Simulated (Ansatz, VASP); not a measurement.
One calculation of P, two programs

```
CELL_PARAMETERS angstrom
3.39988 0.00000 0.00000
0.00000 3.39988 0.00000
0.00000 0.00000 1.96006
ATOMIC_POSITIONS crystal
P 0.00000 0.00000 0.00000
```

Alike in both runs: task relaxation of cell and atoms; functional PBE; k mesh 6 × 6 × 8; occupations gaussian, width 0.1 eV; no spin polarisation.

|  | VASP | Ansatz |
| --- | --- | --- |
| version | VASP 6.6.1 | Ansatz 0.2.0 |
| potentials or method | VASP PAW PBE potentials, release 64 (P), cutoff 600 eV | scalar-relativistic, plane waves, PAW |
| valence electrons in the cell | 5 | 5 |

Ansatz gave:

| Item | Value |
| --- | --- |
| gap on the k mesh at the Fermi level, each at its own relaxed structure (eV) | none |
| relaxed volume (Å³/atom) | 14.62 |
| relaxed length of the cell vector where the two differ most in proportion (Å) | 2.465 |

**Question.** What did VASP give for the same quantities?

**Answer.** gap on the k mesh at the Fermi level, each at its own relaxed structure (eV): none; relaxed volume (Å³/atom): 14.58; relaxed length of the cell vector where the two differ most in proportion (Å): 2.461.

A gap of «none» marks a metal or a gap that the smearing closes.

The k mesh is coarse, so the values compare programs but aren't converged. Noted on VASP's run: the volume moved by over 15 % at a fixed basis, so the end points are rough.
